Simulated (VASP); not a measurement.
**HfBe3: single point with PBE**

The system is HfBe3.

```
CELL_PARAMETERS angstrom
3.67742 0.00000 0.00000
0.00000 3.67742 0.00000
0.00000 0.00000 3.67742
ATOMIC_POSITIONS crystal
Hf 0.00000 0.00000 0.00000
Be 0.00000 0.50000 0.50000
Be 0.50000 0.00000 0.50000
Be 0.50000 0.50000 0.00000
```

```json
{
  "Program": "VASP 6.6.1",
  "Task": "single point",
  "Functional": "PBE",
  "Potentials or basis": "VASP PAW PBE potentials, release 64 (Hf_pv, Be)",
  "Cutoff": "520 eV",
  "k mesh": "12 × 12 × 12",
  "Occupations": "gaussian, width 0.1 eV",
  "Spin": "no spin polarisation"
}
```

```
Pressure               : 0.3 GPa
Band gap on the k mesh : zero (bands 8 and 9 overlap by 1.72 eV)
```

Levels at points of the mesh, in eV from the Fermi level:
```csv
k point,band 5,band 6,band 7,band 8,band 9,band 10,band 11,band 12
"(0.00, 0.00, 0.00)",-1.03,-1.03,0.49,0.49,0.49,3.48,3.48,3.48
"(0.50, 0.00, 0.00)",-5.07,-0.96,-0.66,-0.66,3.79,3.99,3.99,4.31
"(0.50, 0.50, 0.00)",-3.66,-2.33,-2.33,0.41,0.41,4.27,4.48,4.65
"(0.50, 0.50, 0.50)",-2.33,-2.33,-2.33,-0.73,-0.73,-0.73,4.49,5.29
```

Wall time 25 s on 1 thread of Intel(R) Xeon(R) 6975P-C (Granite Rapids), on a shared host, peak memory 0.2 GiB.

Caveat: spin-orbit coupling is left out, which moves the levels of the heavy elements.
